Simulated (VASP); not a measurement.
# CuMo3 (Fm-3m) in VASP: a series of runs

Runs on CuMo3. Level: PBE. Tasks: single point, relaxation of cell and atoms.

Everything below comes from runs of VASP 6.6.1. Logs are shortened: lines on timing, memory, paths and dates and some standing lists are left out, and cuts for length are marked.

## 1. The cell of the first run

Symmetry: Fm-3m, No. 225, cubic system. The conventional cell has a = 6.214 Å, b = 6.214 Å, c = 6.214 Å, α = 90.00°, β = 90.00°, γ = 90.00°. Cu (site symmetry m-3m) has 14 Mo at 2.69 to 3.11 Å within 3.5 Å. Mo (site symmetry -43m) has 4 Cu at 2.69 Å and 10 Mo at 2.69 to 3.11 Å within 3.5 Å. Within 3.5 Å of Mo (site symmetry m-3m) lie 8 Mo at 2.69 Å and 6 Cu at 3.11 Å.

## 2. Single point, PBE

Input file INCAR:

```
  PREC = Accurate
  ENCUT = 520
  EDIFF = 1E-7
  ISMEAR = 0
  SIGMA = 0.1
  LREAL = False
  LASPH = True
  NELM = 100
  ALGO = Fast
  ISIF = 2
  LWAVE = False
  LCHARG = False
  GGA = PE
  NBANDS = 34
```

Input file KPOINTS:

```
regular mesh
0
Gamma
  4 4 4
```

Input file POSCAR:

```
CuMo3
1.0
    0.0000000000      3.1067511598      3.1067511598
    3.1067511598      0.0000000000      3.1067511598
    3.1067511598      3.1067511598      0.0000000000
Cu Mo
1 3
Direct
    0.0000000000      0.0000000000      0.0000000000
    0.2500000000      0.2500000000      0.2500000000
    0.7500000000      0.7500000000      0.7500000000
    0.5000000000      0.5000000000      0.5000000000
```

Potentials or basis: VASP PAW PBE potentials, release 64 (Cu, Mo_sv).

Started as:

```bash
$ cat potpaw_PBE.64/Cu/POTCAR potpaw_PBE.64/Mo_sv/POTCAR > POTCAR
$ mpirun -np 1 vasp_std > vasp.out
```

OUTCAR:

```text
PREC = Accurate
   ENCUT = 520
   EDIFF = 1E-7
   ISMEAR = 0
   LREAL = False
   LASPH = True
   NELM = 100
   ISIF = 2
   GGA = PE

 ion  position               nearest neighbor table
   1  0.000  0.000  0.000-   3 2.69   3 2.69   3 2.69   2 2.69   3 2.69   2 2.69   2 2.69   2 2.69
                             4 3.11   4 3.11   4 3.11   4 3.11   4 3.11   4 3.11
   2  0.250  0.250  0.250-   1 2.69   1 2.69   1 2.69   1 2.69   4 2.69   4 2.69   4 2.69   4 2.69
                             3 3.11   3 3.11   3 3.11   3 3.11   3 3.11   3 3.11
   3  0.750  0.750  0.750-   4 2.69   4 2.69   4 2.69   1 2.69   4 2.69   1 2.69   1 2.69   1 2.69
                             2 3.11   2 3.11   2 3.11   2 3.11   2 3.11   2 3.11
   4  0.500  0.500  0.500-   2 2.69   2 2.69   2 2.69   2 2.69   3 2.69   3 2.69   3 2.69   3 2.69
                             1 3.11   1 3.11   1 3.11   1 3.11   1 3.11   1 3.11

  LATTYP: Found a face centered cubic cell.
 ALAT       =     6.2135023196

  Lattice vectors:

 A1 = (   0.0000000000,   3.1067511598,   3.1067511598)
 A2 = (   3.1067511598,   0.0000000000,   3.1067511598)
 A3 = (   3.1067511598,   3.1067511598,   0.0000000000)

Analysis of symmetry for initial positions (statically):
=====================================================================
 Subroutine PRICEL returns:
 Original cell was already a primitive cell.

 Routine SETGRP: Setting up the symmetry group for a
 face centered cubic supercell.

 Subroutine GETGRP returns: Found 48 space group operations
 (whereof 48 operations were pure point group operations)
 out of a pool of 48 trial point group operations.

The static configuration has the point symmetry O_h .

Analysis of symmetry for dynamics (positions and initial velocities):
=====================================================================
 Subroutine PRICEL returns:
 Original cell was already a primitive cell.

 Routine SETGRP: Setting up the symmetry group for a
 face centered cubic supercell.

 Subroutine GETGRP returns: Found 48 space group operations
 (whereof 48 operations were pure point group operations)
 out of a pool of 48 trial point group operations.

The dynamic configuration has the point symmetry O_h .

 Subroutine INISYM returns: Found 48 space group operations
 (whereof 48 operations are pure point group operations),
 and found     1 'primitive' translations

----------------------------------------------------------------------------------------

                                     Primitive cell

  volume of cell :      59.9721

  direct lattice vectors                    reciprocal lattice vectors
     0.000000000  3.106751160  3.106751160    -0.160939829  0.160939829  0.160939829
     3.106751160  0.000000000  3.106751160     0.160939829 -0.160939829  0.160939829
     3.106751160  3.106751160  0.000000000     0.160939829  0.160939829 -0.160939829

  length of vectors
     4.393609625  4.393609625  4.393609625     0.278755961  0.278755961  0.278755961

  position of ions in fractional coordinates (direct lattice)
     0.000000000  0.000000000  0.000000000
     0.250000000  0.250000000  0.250000000
     0.750000000  0.750000000  0.750000000
     0.500000000  0.500000000  0.500000000

  ion indices of the primitive-cell ions
   primitive index   ion index
                 1           1
                 2           2
                 3           3
                 4           4

----------------------------------------------------------------------------------------

 KPOINTS: regular mesh

Automatic generation of k-mesh.
 Grid dimensions read from file:
 generate k-points for:    4    4    4

 Generating k-lattice:

  Cartesian coordinates                     Fractional coordinates (reciprocal lattice)
    -0.040234957  0.040234957  0.040234957     0.250000000  0.000000000  0.000000000
     0.040234957 -0.040234957  0.040234957     0.000000000  0.250000000  0.000000000
     0.040234957  0.040234957 -0.040234957     0.000000000  0.000000000  0.250000000

  Length of vectors
     0.069688990  0.069688990  0.069688990

  Shift w.r.t. Gamma in fractional coordinates (k-lattice)
     0.000000000  0.000000000  0.000000000

 Subroutine IBZKPT returns following result:
 ===========================================

 Found      8 irreducible k-points:

 Following reciprocal coordinates:
            Coordinates               Weight
  0.000000  0.000000  0.000000      1.000000
  0.250000  0.000000  0.000000      8.000000
  0.500000  0.000000  0.000000      4.000000
  0.250000  0.250000  0.000000      6.000000
  0.500000  0.250000  0.000000     24.000000
 -0.250000  0.250000  0.000000     12.000000
  0.500000  0.500000  0.000000      3.000000
 -0.250000  0.500000  0.250000      6.000000
   k-points           NKPTS =      8   k-points in BZ     NKDIM =      8   number of bands    NBANDS=     34
   number of dos      NEDOS =    301   number of ions     NIONS =      4
   total plane-waves  NPLWV =  46656
   dimension x,y,z NGX =    36 NGY =   36 NGZ =   36
   dimension x,y,z NGXF=    72 NGYF=   72 NGZF=   72
   ions per type =               1   3
   NGX,Y,Z   is equivalent  to a cutoff of  13.62, 13.62, 13.62 a.u.
   NGXF,Y,Z  is equivalent  to a cutoff of  27.24, 27.24, 27.24 a.u.
 SYSTEM =  unknown system
   PREC   = accura    normal or accurate (medium, high low for compatibility)
   ISTART =      0    job   : 0-new  1-cont  2-samecut
   ICHARG =      2    charge: 1-file 2-atom 10-const
   ISPIN  =      1    spin polarized calculation?
   LNONCOLLINEAR =      F non collinear calculations
   LSORBIT =      F    spin-orbit coupling
   LASPH  =      T    aspherical Exc in radial PAW
   ENCUT  =  520.0 eV  38.22 Ry    6.18 a.u.   8.17  8.17  8.17*2*pi/ulx,y,z
   NELM   =    100;   NELMIN=  2; NELMDL= -5     # of ELM steps
   EDIFF  = 0.1E-06   stopping-criterion for ELM
   LREAL  =      F    real-space projection
   EDIFFG = 0.1E-05   stopping-criterion for IOM
   NSW    =      0    number of steps for IOM
   IBRION =     -1    ionic relax: 0-MD 1-quasi-New 2-CG
   NFREE  =      0    steps in history (QN), initial steepest desc. (CG)
   ISIF   =      2    stress and relaxation
   ISYM   =      2    0-nonsym 1-usesym 2-fastsym
   POTIM  = 0.5000    time-step for ionic-motion
   TEBEG  =    0.0;   TEEND  =   0.0 temperature during run
   PSTRESS=    0.0 pullay stress
   NELECT =      53.0000    total number of electrons
   NUPDOWN=      -1.0000    fix difference up-down
   EMIN   =  10.00;   EMAX   =-10.00  energy-range for DOS
   EFERMI =   0.00;   METHOD = LEGACY
   ISMEAR =     0;   SIGMA  =   0.10  broadening in eV -4-tet -1-fermi 0-gaus
   EFERMI_NEDOS =   21; number of points for ismear=-14 and -15
   IALGO  =     68    algorithm
   IMIX   =      4    mixing-type and parameters
     AMIX     =   0.40;   BMIX     =  1.00
     AMIX_MAG =   1.60;   BMIX_MAG =  1.00
  volume/ion in A,a.u.               =      14.99       101.18
  Fermi-wavevector in a.u.,A,eV,Ry     =   1.571027  2.968811 33.580891  2.468126
  Thomas-Fermi vector in A             =   2.672672
   LORBIT       =      0    0 simple, 1 ext, 2 COOP (PROOUT), +10 PAW based schemes
   GGA     = PE    functional components
   LHFCALC =     F    Hartree Fock is set to
   AEXX    =    0.0000 exact exchange contribution
   IVDW    =     0    specifies the selected vdW correction
   LEPSILON=     F    determine dielectric tensor
   LRPA    =     F    only Hartree local field effects (RPA)
 non-spin polarized calculation
 RMM-DIIS sequential band-by-band and
 Gauss-broadening in eV      SIGMA  =   0.10
  energy-cutoff  :      520.00
  volume of cell :       59.97
 maximum number of plane-waves:      1639
 NGX is ok and might be reduce to    36
   NGX = 17   NGY = 17   NGZ = 17

 number of electron      52.9999989 magnetization

 Free energy of the ion-electron system (eV)
  ---------------------------------------------------
  ext. energy  EPLUGINS =         0.00000000
  ---------------------------------------------------
  free energy    TOTEN  =       -35.32367864 eV

  energy without entropy =      -35.29642246  energy(sigma->0) =      -35.31005055

 E-fermi :  11.1399     XC(G=0): -13.1330

 val. band max:       11.1331364334   @ k =   0.5000   0.2500   0.0000
 cond. band min:      11.2410468724   @ k =   0.5000   0.5000   0.0000
 fundamental gap:      0.1079104390
 Fermi energy:        11.1399037593

 k-point     1 :       0.0000    0.0000    0.0000
  band No.  band energies     occupation
      1     -49.8760      2.00000
      2     -49.6917      2.00000
      3     -49.4559      2.00000
      4     -24.0884      2.00000
      5     -24.0884      2.00000
      6     -24.0884      2.00000
[... 26 lines left out ...]
     33      13.9701      0.00000
     34      17.6003      0.00000

 k-point     2 :       0.2500    0.0000    0.0000
  band No.  band energies     occupation
      1     -49.8348      2.00000
      2     -49.7025      2.00000
      3     -49.4876      2.00000
      4     -24.1844      2.00000
      5     -24.1800      2.00000
      6     -24.1800      2.00000
[... 26 lines left out ...]
     33      14.0670      0.00000
     34      17.4158      0.00000

 k-point     3 :       0.5000    0.0000    0.0000
  band No.  band energies     occupation
      1     -49.7710      2.00000
      2     -49.7286      2.00000
      3     -49.5267      2.00000
      4     -24.2367      2.00000
      5     -24.2367      2.00000
      6     -24.1448      2.00000
[... 26 lines left out ...]
     33      13.6919      0.00000
     34      14.4900      0.00000

 k-point     4 :       0.2500    0.2500    0.0000
  band No.  band energies     occupation
      1     -49.8211      2.00000
      2     -49.7037      2.00000
      3     -49.5006      2.00000
      4     -24.2878      2.00000
      5     -24.2878      2.00000
      6     -24.0625      2.00000
[... 26 lines left out ...]
     33      13.9406      0.00000
     34      16.5769      0.00000

 k-point     5 :       0.5000    0.2500    0.0000
  band No.  band energies     occupation
      1     -49.7584      2.00000
      2     -49.7212      2.00000
      3     -49.5471      2.00000
      4     -24.3309      2.00000
      5     -24.3128      2.00000
      6     -24.0857      2.00000
[... 26 lines left out ...]
     33      13.9326      0.00000
     34      14.7653      0.00000

 k-point     6 :      -0.2500    0.2500    0.0000
  band No.  band energies     occupation
      1     -49.7813      2.00000
      2     -49.7160      2.00000
      3     -49.5290      2.00000
      4     -24.2608      2.00000
      5     -24.2443      2.00000
      6     -24.1898      2.00000
[... 26 lines left out ...]
     33      14.6272      0.00000
     34      16.4002      0.00000

 k-point     7 :       0.5000    0.5000    0.0000
  band No.  band energies     occupation
      1     -49.7407      2.00000
      2     -49.7157      2.00000
      3     -49.5707      2.00000
      4     -24.4022      2.00000
      5     -24.4022      2.00000
      6     -24.0099      2.00000
[... 26 lines left out ...]
     33      13.9268      0.00000
     34      14.7773      0.00000

 k-point     8 :      -0.2500    0.5000    0.2500
  band No.  band energies     occupation
      1     -49.7282      2.00000
      2     -49.7282      2.00000
      3     -49.5707      2.00000
      4     -24.4152      2.00000
      5     -24.1662      2.00000
      6     -24.1662      2.00000
[... 26 lines left out ...]
     33      13.4690      0.00000
     34      14.8973      0.00000

------------------------ aborting loop because EDIFF is reached ----------------------------------------

  FORCE on cell =-STRESS in cart. coord.  units (eV):
  Direction    XX          YY          ZZ          XY          YZ          ZX
  --------------------------------------------------------------------------------------
  -------------------------------------------------------------------------------------
  Total        0.1881877      0.1881877      0.1881877     -0.0000000     -0.0000000     -0.0000000
  in kB        5.0275047      5.0275047      5.0275047     -0.0000000     -0.0000000     -0.0000000
  external PRESSURE =       5.0275047 kB  Pullay stress =       0.0000000 kB

 VOLUME and BASIS-vectors are now :
 -----------------------------------------------------------------------------
  energy-cutoff  :      520.00
  volume of cell :       59.97
      direct lattice vectors                 reciprocal lattice vectors
     0.000000000  3.106751160  3.106751160    -0.160939829  0.160939829  0.160939829
     3.106751160  0.000000000  3.106751160     0.160939829 -0.160939829  0.160939829
     3.106751160  3.106751160  0.000000000     0.160939829  0.160939829 -0.160939829

 POSITION                                       TOTAL-FORCE (eV/Angst)
 -----------------------------------------------------------------------------------
      0.00000      0.00000      0.00000         0.000000      0.000000      0.000000
      1.55338      1.55338      1.55338        -0.000000     -0.000000     -0.000000
      4.66013      4.66013      4.66013         0.000000      0.000000      0.000000
      3.10675      3.10675      3.10675         0.000000      0.000000      0.000000
 -----------------------------------------------------------------------------------
    total drift:                                0.000000      0.000000      0.000000

  FREE ENERGIE OF THE ION-ELECTRON SYSTEM (eV)
  ---------------------------------------------------
  free  energy   TOTEN  =       -35.3236786401 eV

  energy  without entropy=      -35.2964224613  energy(sigma->0) =      -35.31005055
```

Wall time 66 s (1 thread of AMD EPYC 7R13, shared host); peak memory 0.17 GiB.

Results:

```
Free energy : -35.3237 eV
Pressure    : 0.5 GPa
```

Caveat: the k points lie up to 0.44 Å⁻¹ apart.

## 3. Single point, PBE

This run uses another cell than the first one, of 18.91 Å³/atom, 1.261 times its volume.

Input file INCAR:

```
ALGO = Normal
EDIFF = 1E-6
ENCUT = 520
GGA = PE
ISIF = 2
ISMEAR = 0
LASPH = True
LCHARG = False
LREAL = False
LWAVE = False
NBANDS = 34
NELM = 60
PREC = Accurate
SIGMA = 0.1
```

Input file KPOINTS:

```
k-points
0
Gamma
  4 4 4
```

Input file POSCAR:

```
CuMo3
1.0
    0.0000000000      3.3567132900      3.3567132900
    3.3567132900      0.0000000000      3.3567132900
    3.3567132900      3.3567132900      0.0000000000
Cu Mo
1 3
Direct
    0.0000000000      0.0000000000      0.0000000000
    0.2500000000      0.2500000000      0.2500000000
    0.7500000000      0.7500000000      0.7500000000
    0.5000000000      0.5000000000      0.5000000000
```

Potentials or basis: VASP PAW PBE potentials, release 64 (Cu, Mo_sv).

Started as:

```bash
$ cat potpaw_PBE.64/Cu/POTCAR potpaw_PBE.64/Mo_sv/POTCAR > POTCAR
$ mpirun -np 1 vasp_std > vasp.out
```

It took 63 s on 1 thread of AMD EPYC 7R13, shared host; peak memory 0.17 GiB.

The run converged. Its results:

```
Free energy : -33.4902 eV
Pressure    : -30.7 GPa
```

Levels at points of the mesh, in eV from the Fermi level:
| k point | band 23 | band 24 | band 25 | band 26 | band 27 | band 28 | band 29 | band 30 |
| --- | --- | --- | --- | --- | --- | --- | --- | --- |
| (0.00, 0.00, 0.00) | -1.44 | -1.19 | -1.19 | -1.19 | 1.81 | 1.81 | 1.88 | 1.88 |
| (0.50, 0.00, 0.00) | -1.83 | -1.83 | -0.44 | -0.44 | 0.25 | 0.25 | 0.55 | 1.63 |
| (0.50, 0.50, 0.00) | -1.44 | -1.23 | -0.28 | -0.28 | 0.24 | 0.99 | 0.99 | 1.06 |

Caveat: the k points lie up to 0.41 Å⁻¹ apart.

## 4. Relaxation of cell and atoms, PBE

This run uses another cell than the first one, of 18.91 Å³/atom, 1.261 times its volume.

Input file INCAR:

```
SYSTEM = CuMo3
PREC = Accurate ; ENCUT = 600
EDIFF = 1E-6 ; ISMEAR = 0
SIGMA = 0.1 ; LREAL = .FALSE.
LASPH = .TRUE. ; NELM = 80
ALGO = Normal ; ISIF = 3
LWAVE = .FALSE. ; LCHARG = .FALSE.
GGA = PE ; IBRION = 2
NSW = 90 ; EDIFFG = -0.04
```

Input file KPOINTS:

```
regular mesh
0
G
  4 4 4
  0 0 0
```

POSCAR is that of step 3.

Started as:

```bash
$ cat potpaw_PBE.64/Cu/POTCAR potpaw_PBE.64/Mo_sv/POTCAR > POTCAR
$ mpirun -np 1 vasp_std > vasp.out
```

It took 4.8 min on 1 thread of AMD EPYC 7R13, shared host; peak memory 0.22 GiB.

Results (log left out):

| Property | Result |
| --- | --- |
| Free energy | -35.3334 eV |
| Relaxed volume | 15.02 Å³/atom |
| Relaxed cell | a = 4.396 Å, b = 4.396 Å, c = 4.396 Å, α = 60.00°, β = 60.00°, γ = 60.00° |
| Space group after relaxing (to 0.05 Å) | Fm-3m (No. 225) |
| Energy gained by relaxing | 461.0 meV/atom |
| Ionic steps | 5 |
| Pressure after relaxing | 0.1 GPa |

The path:
```csv
step,energy change (eV),largest force (eV/Å),pressure (GPa),volume (Å³)
1,0.0000,0.0000,-30.76,75.64
2,4.7426,0.0000,162.24,42.45
3,-1.8223,0.0000,-4.88,61.50
4,-1.8412,0.0000,-1.88,60.61
5,-1.8441,0.0000,0.09,60.08
```

Final structure:
```yaml
crystal:
  lattice:
    - [0.00000, 3.10861, 3.10861]
    - [3.10861, 0.00000, 3.10861]
    - [3.10861, 3.10861, 0.00000]
  atoms:
    - { symbol: Cu, position: [0.00000, 0.00000, 0.00000] }
    - { symbol: Mo, position: [0.25000, 0.25000, 0.25000] }
    - { symbol: Mo, position: [0.75000, 0.75000, 0.75000] }
    - { symbol: Mo, position: [0.50000, 0.50000, 0.50000] }
```

Levels at points of the mesh, in eV from the Fermi level:
| k point | band 22 | band 23 | band 24 | band 25 | band 26 | band 27 | band 28 | band 29 | band 30 | band 31 |
| --- | --- | --- | --- | --- | --- | --- | --- | --- | --- | --- |
| (0.00, 0.00, 0.00) | -1.90 | -1.90 | -1.61 | -1.61 | -1.61 | 2.37 | 2.37 | 2.53 | 2.53 | 2.53 |
| (0.50, 0.00, 0.00) | -2.58 | -2.57 | -2.57 | -0.58 | -0.58 | 0.25 | 0.25 | 0.85 | 2.12 | 2.12 |
| (0.50, 0.50, 0.00) | -1.99 | -1.99 | -1.31 | -0.60 | -0.60 | 0.10 | 1.31 | 1.31 | 1.35 | 1.87 |

Caveat: the k points lie up to 0.44 Å⁻¹ apart in the final cell; the volume moved by over 15 % at a fixed basis, so the end points are rough.

## 5. Overview

| task | cell | cutoff (eV) | gap on the mesh (eV) | pressure (GPa) |
| --- | --- | --- | --- | --- |
| single point | a = 4.394 Å, angles 60.0°, 4 atoms | 520 | none | 0.5 |
| single point | a = 4.747 Å, angles 60.0°, 4 atoms | 520 | none | -30.7 |
| relaxation of cell and atoms | relaxed from a = 4.747 Å, angles 60.0°, 4 atoms | 600 | none | 0.1 |

Alike in all rows: level PBE; potentials or basis VASP PAW PBE potentials, release 64 (Cu, Mo_sv); no spin polarisation; k mesh 4 × 4 × 4; smearing gaussian 0.1 eV.

Caveats: all runs use coarse meshes; the volume moved by over 15 % at a fixed basis, so the end points are rough (some runs).

Total energies depend on the potentials used, so only differences within one code and one set of settings carry meaning.
